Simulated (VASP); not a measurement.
# Cr (P6_3/mmc) in VASP: notebook

Cr is run at these levels: BLYP; tasks: relaxation of cell and atoms, single point.

All numbers are computed with VASP 6.6.1; they aren't measurements. Logs are shortened: lines on timing, memory, paths and dates and some standing lists are left out, and cuts for length are marked.

## 1. The cell of the first run

The structure is hexagonal, space group P6_3/mmc (No. 194). Conventional cell: a = 2.569 Å, b = 2.569 Å, c = 4.196 Å, α = 90.00°, β = 90.00°, γ = 120.00°. Within 3.4 Å of Cr (site symmetry -6m2) lie 12 Cr at 2.57 Å.

This isn't the form of Cr at room conditions, which is bcc.

## 2. Relaxation of cell and atoms, BLYP, collinear spin, ferromagnetic start

INCAR reads:

```
PREC = Accurate
ENCUT = 600
EDIFF = 1E-7
ISMEAR = -1
SIGMA = 0.05
LREAL = False
LASPH = True
NELM = 150
ALGO = Normal
ISIF = 3
LWAVE = False
LCHARG = False
ISPIN = 2
MAGMOM = 1.5 1.5
LORBIT = 11
LMAXMIX = 4
GGA = B5
ALDAX = 1.0
AGGAX = 1.0
AGGAC = 1.0
ALDAC = 0.0
IBRION = 2
NSW = 80
EDIFFG = -0.01
```

KPOINTS reads:

```
regular mesh
0
Gamma
  14 14 8
```

POSCAR reads:

```
Cr
1.0
    2.5692592270      0.0000000000      0.0000000000
   -1.2846296135      2.2250437595      0.0000000000
    0.0000000000      0.0000000000      4.1956003177
Cr
2
Direct
    0.3333333333      0.6666666667      0.2500000000
    0.6666666667      0.3333333333      0.7500000000
```

Potentials or basis: VASP PAW PBE potentials, release 64 (Cr_pv).

Run with:

```console
> cat potpaw_PBE.64/Cr_pv/POTCAR > POTCAR
> mpirun -np 1 vasp_std > vasp.out
```

OUTCAR:

```text
PREC = Accurate
   ENCUT = 600
   EDIFF = 1E-7
   ISMEAR = -1
   LREAL = False
   LASPH = True
   NELM = 150
   ISIF = 3
   ISPIN = 2
   LORBIT = 11
   GGA = B5
   IBRION = 2
   NSW = 80
   EDIFFG = -0.01

 ion  position               nearest neighbor table
   1  0.333  0.667  0.250-   2 2.57   2 2.57   2 2.57   2 2.57   2 2.57   2 2.57
   2  0.667  0.333  0.750-   1 2.57   1 2.57   1 2.57   1 2.57   1 2.57   1 2.57

  LATTYP: Found a hexagonal cell.
 ALAT       =     2.5692592270
 C/A-ratio  =     1.6330000000

  Lattice vectors:

 A1 = (   2.5692592270,   0.0000000000,   0.0000000000)
 A2 = (  -1.2846296135,   2.2250437595,   0.0000000000)
 A3 = (   0.0000000000,   0.0000000000,   4.1956003177)

Analysis of symmetry for initial positions (statically):
=====================================================================
 Subroutine PRICEL returns:
 Original cell was already a primitive cell.

 Routine SETGRP: Setting up the symmetry group for a
 hexagonal supercell.

 Subroutine GETGRP returns: Found 24 space group operations
 (whereof 12 operations were pure point group operations)
 out of a pool of 24 trial point group operations.

The static configuration has the point symmetry D_3d.
 The point group associated with its full space group is D_6h.

Analysis of symmetry for dynamics (positions and initial velocities):
=====================================================================
 Subroutine PRICEL returns:
 Original cell was already a primitive cell.

 Routine SETGRP: Setting up the symmetry group for a
 hexagonal supercell.

 Subroutine GETGRP returns: Found 24 space group operations
 (whereof 12 operations were pure point group operations)
 out of a pool of 24 trial point group operations.

The dynamic configuration has the point symmetry D_3d.
 The point group associated with its full space group is D_6h.

Analysis of structural, dynamic, and magnetic symmetry:
=====================================================================
 Subroutine PRICEL returns:
 Original cell was already a primitive cell.

 Routine SETGRP: Setting up the symmetry group for a
 hexagonal supercell.

 Subroutine GETGRP returns: Found 24 space group operations
 (whereof 12 operations were pure point group operations)
 out of a pool of 24 trial point group operations.

The overall configuration has the point symmetry D_3d.
 The point group associated with its full space group is D_6h.

 Subroutine INISYM returns: Found 24 space group operations
 (whereof 12 operations are pure point group operations),
 and found     1 'primitive' translations

----------------------------------------------------------------------------------------

                                     Primitive cell

  volume of cell :      23.9850

  direct lattice vectors                    reciprocal lattice vectors
     2.569259227  0.000000000  0.000000000     0.389217246  0.224714682  0.000000000
    -1.284629613  2.225043760  0.000000000     0.000000000  0.449429363  0.000000000
     0.000000000  0.000000000  4.195600318     0.000000000  0.000000000  0.238344915

  length of vectors
     2.569259227  2.569259227  4.195600318     0.449429363  0.449429363  0.238344915

  position of ions in fractional coordinates (direct lattice)
     0.333333333  0.666666667  0.250000000
     0.666666667  0.333333333  0.750000000

  ion indices of the primitive-cell ions
   primitive index   ion index
                 1           1
                 2           2

----------------------------------------------------------------------------------------

 KPOINTS: regular mesh

Automatic generation of k-mesh.
 Grid dimensions read from file:
 generate k-points for:   14   14    8

 Generating k-lattice:

  Cartesian coordinates                     Fractional coordinates (reciprocal lattice)
     0.027801232  0.016051049  0.000000000     0.071428571  0.000000000  0.000000000
     0.000000000  0.032102097  0.000000000     0.000000000  0.071428571  0.000000000
     0.000000000  0.000000000  0.029793114     0.000000000  0.000000000  0.125000000

  Length of vectors
     0.032102097  0.032102097  0.029793114

  Shift w.r.t. Gamma in fractional coordinates (k-lattice)
     0.000000000  0.000000000  0.000000000

 Subroutine IBZKPT returns following result:
 ===========================================

 Found    120 irreducible k-points:

 Following reciprocal coordinates:
            Coordinates               Weight
  0.000000  0.000000  0.000000      1.000000
  0.071429  0.000000  0.000000      6.000000
  0.142857  0.000000  0.000000      6.000000
  0.214286  0.000000  0.000000      6.000000
  0.285714  0.000000  0.000000      6.000000
  0.357143  0.000000  0.000000      6.000000
[... 16 lines left out ...]
  0.285714  0.285714  0.000000      6.000000
  0.357143  0.285714  0.000000      6.000000
 [... further k-points ...]
   k-points           NKPTS =    120   k-points in BZ     NKDIM =    120   number of bands    NBANDS=     18
   number of dos      NEDOS =    301   number of ions     NIONS =      2
   total plane-waves  NPLWV =  20736
   dimension x,y,z NGX =    24 NGY =   24 NGZ =   36
   dimension x,y,z NGXF=    48 NGYF=   48 NGZF=   72
   ions per type =               2
   NGX,Y,Z   is equivalent  to a cutoff of  15.53, 15.53, 14.26 a.u.
   NGXF,Y,Z  is equivalent  to a cutoff of  31.06, 31.06, 28.53 a.u.
 SYSTEM =  unknown system
   PREC   = accura    normal or accurate (medium, high low for compatibility)
   ISTART =      0    job   : 0-new  1-cont  2-samecut
   ICHARG =      2    charge: 1-file 2-atom 10-const
   ISPIN  =      2    spin polarized calculation?
   LNONCOLLINEAR =      F non collinear calculations
   LSORBIT =      F    spin-orbit coupling
   LASPH  =      T    aspherical Exc in radial PAW
   ENCUT  =  600.0 eV  44.10 Ry    6.64 a.u.   5.13  5.13  8.38*2*pi/ulx,y,z
   NELM   =    150;   NELMIN=  2; NELMDL= -5     # of ELM steps
   EDIFF  = 0.1E-06   stopping-criterion for ELM
   LREAL  =      F    real-space projection
   EDIFFG = -.1E-01   stopping-criterion for IOM
   NSW    =     80    number of steps for IOM
   IBRION =      2    ionic relax: 0-MD 1-quasi-New 2-CG
   NFREE  =      1    steps in history (QN), initial steepest desc. (CG)
   ISIF   =      3    stress and relaxation
   ISYM   =      2    0-nonsym 1-usesym 2-fastsym
   POTIM  = 0.5000    time-step for ionic-motion
   TEBEG  =    0.0;   TEEND  =   0.0 temperature during run
   PSTRESS=    0.0 pullay stress
   NELECT =      24.0000    total number of electrons
   NUPDOWN=      -1.0000    fix difference up-down
   EMIN   =  10.00;   EMAX   =-10.00  energy-range for DOS
   EFERMI =   0.00;   METHOD = LEGACY
   ISMEAR =    -1;   SIGMA  =   0.05  broadening in eV -4-tet -1-fermi 0-gaus
   EFERMI_NEDOS =   21; number of points for ismear=-14 and -15
   IALGO  =     38    algorithm
   IMIX   =      4    mixing-type and parameters
     AMIX     =   0.40;   BMIX     =  1.00
     AMIX_MAG =   1.60;   BMIX_MAG =  1.00
  volume/ion in A,a.u.               =      11.99        80.93
  Fermi-wavevector in a.u.,A,eV,Ry     =   1.637439  3.094310 36.480015  2.681205
  Thomas-Fermi vector in A             =   2.728578
   LORBIT       =     11    0 simple, 1 ext, 2 COOP (PROOUT), +10 PAW based schemes
   GGA     = B5    functional components
   LHFCALC =     F    Hartree Fock is set to
   AEXX    =    0.0000 exact exchange contribution
   IVDW    =     0    specifies the selected vdW correction
   LEPSILON=     F    determine dielectric tensor
   LRPA    =     F    only Hartree local field effects (RPA)
 conjugate gradient relaxation of ions
 spin polarized calculation
  energy-cutoff  :      600.00
  volume of cell :       23.99
 maximum number of plane-waves:       818
 NGX is ok and might be reduce to    24
   NGX = 11   NGY = 11   NGZ = 17

--------------------------------------- Ionic step        1  -------------------------------------------

 number of electron      24.0000000 magnetization       0.0007080

 number of electron      24.0000000 magnetization      -0.0007144

 Free energy of the ion-electron system (eV)
  ---------------------------------------------------
  ext. energy  EPLUGINS =         0.00000000
  ---------------------------------------------------
  free energy    TOTEN  =       -15.80896966 eV

  energy without entropy =      -15.77097194  energy(sigma->0) =      -15.78997080

------------------------ aborting loop because EDIFF is reached ----------------------------------------

  FORCE on cell =-STRESS in cart. coord.  units (eV):
  Direction    XX          YY          ZZ          XY          YZ          ZX
  --------------------------------------------------------------------------------------
  -------------------------------------------------------------------------------------
  Total        0.1787393      0.1787393      1.9008079      0.0000000     -0.0000000     -0.0000000
  in kB       11.9396058     11.9396058    126.9720786      0.0000000     -0.0000000     -0.0000000
  external PRESSURE =      50.2837634 kB  Pullay stress =       0.0000000 kB
[... 89 lines left out ...]
  FREE ENERGIE OF THE ION-ELECTRON SYSTEM (eV)
  ---------------------------------------------------
  free  energy   TOTEN  =       -15.8540995326 eV

  energy  without entropy=      -15.8194203505  energy(sigma->0) =      -15.83675994

[... ionic steps 4 to 8 ...]

--------------------------------------- Ionic step        9  -------------------------------------------

 number of electron      24.0000001 magnetization      -0.0000001

 number of electron      24.0000001 magnetization       0.0000001
[... 73 lines left out ...]
 number of electron      24.0000002 magnetization       0.0000008

 number of electron      24.0000002 magnetization      -0.0000003

 Free energy of the ion-electron system (eV)
  ---------------------------------------------------
  ext. energy  EPLUGINS =         0.00000000
  ---------------------------------------------------
  free energy    TOTEN  =       -15.91592347 eV

  energy without entropy =      -15.88830590  energy(sigma->0) =      -15.90211468

 E-fermi :  10.4193     XC(G=0): -12.7085

 val. band max:       10.4189203660   @ k =   0.0714   0.0714   0.1250
 cond. band min:      10.4230803790   @ k =   0.2143   0.2143   0.2500
 fundamental gap:      0.0041600130
 Fermi energy:        10.4192925697

 spin component 1

 k-point     1 :       0.0000    0.0000    0.0000
  band No.  band energies     occupation
      1     -32.6897      1.00000
      2     -32.1109      1.00000
      3     -31.9155      1.00000
      4     -31.9155      1.00000
      5     -31.8619      1.00000
      6     -31.8619      1.00000
[... 493 lines left out ...]
     17      17.2375      0.00000
     18      17.5092      0.00000

 [... further k-points ...]

 spin component 2

 k-point     1 :       0.0000    0.0000    0.0000
  band No.  band energies     occupation
      1     -32.6897      1.00000
      2     -32.1109      1.00000
      3     -31.9155      1.00000
      4     -31.9155      1.00000
      5     -31.8619      1.00000
      6     -31.8619      1.00000
[... 524 lines left out ...]
  FREE ENERGIE OF THE ION-ELECTRON SYSTEM (eV)
  ---------------------------------------------------
  free  energy   TOTEN  =       -15.9159234674 eV

  energy  without entropy=      -15.8883059010  energy(sigma->0) =      -15.90211468

 reached required accuracy - stopping structural energy minimisation

 total charge

# of ion       s       p       d       tot
------------------------------------------
    1        0.398   6.342   4.238  10.978
    2        0.398   6.342   4.238  10.978
--------------------------------------------------
tot          0.796  12.685   8.475  21.957

 magnetization (x)

# of ion       s       p       d       tot
------------------------------------------
    1       -0.000  -0.000   0.000   0.000
    2       -0.000  -0.000   0.000   0.000
--------------------------------------------------
tot         -0.000  -0.000   0.000   0.000
```

Wall time 13 min (1 thread of AMD EPYC 9R45 (Zen 5), shared host); peak memory 0.2 GiB.

Results:

| Item | Value |
| --- | --- |
| Free energy | -15.9159 eV |
| Relaxed volume | 12.32 Å³/atom |
| Relaxed cell | a = 2.504 Å, b = 2.504 Å, c = 4.537 Å, α = 90.00°, β = 90.00°, γ = 120.00° |
| Space group after relaxing (to 0.1 Å) | P6_3/mmc (No. 194) |
| Energy gained by relaxing | 53.5 meV/atom |
| Ionic steps | 11 |
| Pressure after relaxing | -0.1 GPa |
| Band gap on the k mesh | zero (filled and empty bands overlap) |
| Net moment | 0.00 μB per cell |
| Valence electrons inside the program's atomic spheres | Cr 10.98 |

The path:
| step | energy change (eV) | largest force (eV/Å) | pressure (GPa) | volume (Å³) |
| --- | --- | --- | --- | --- |
| 1 | 0.0000 | 0.0000 | 5.03 | 23.99 |
| 2 | -0.0451 | 0.0000 | -6.19 | 25.30 |
| 3 | -0.0451 | 0.0000 | -6.15 | 25.30 |
| 4 | -0.0765 | 0.0000 | -6.38 | 25.35 |
| 5 | -0.0912 | 0.0000 | -6.23 | 25.38 |
| 6 | -0.0921 | 0.0000 | -6.13 | 25.39 |
| 7 | -0.1064 | 0.0000 | -1.14 | 24.76 |
| 8 | -0.1069 | 0.0000 | 0.01 | 24.62 |
| 9 | -0.1069 | 0.0000 | -0.11 | 24.64 |
| 10 | -0.1069 | 0.0000 | -0.11 | 24.64 |
| 11 | -0.1070 | 0.0000 | -0.11 | 24.63 |

Final structure:
```yaml
crystal:
  lattice:
    - [2.50379, 0.00000, 0.00000]
    - [-1.25190, 2.16835, 0.00000]
    - [0.00000, 0.00000, 4.53721]
  atoms:
    - { symbol: Cr, position: [0.33333, 0.66667, 0.25000] }
    - { symbol: Cr, position: [0.66667, 0.33333, 0.75000] }
```

Caveat: the moments typed at the start vanished in this run; the PAW data sets were made with another functional, which shifts forces and pressure a little.

[end of part 1 of 2]
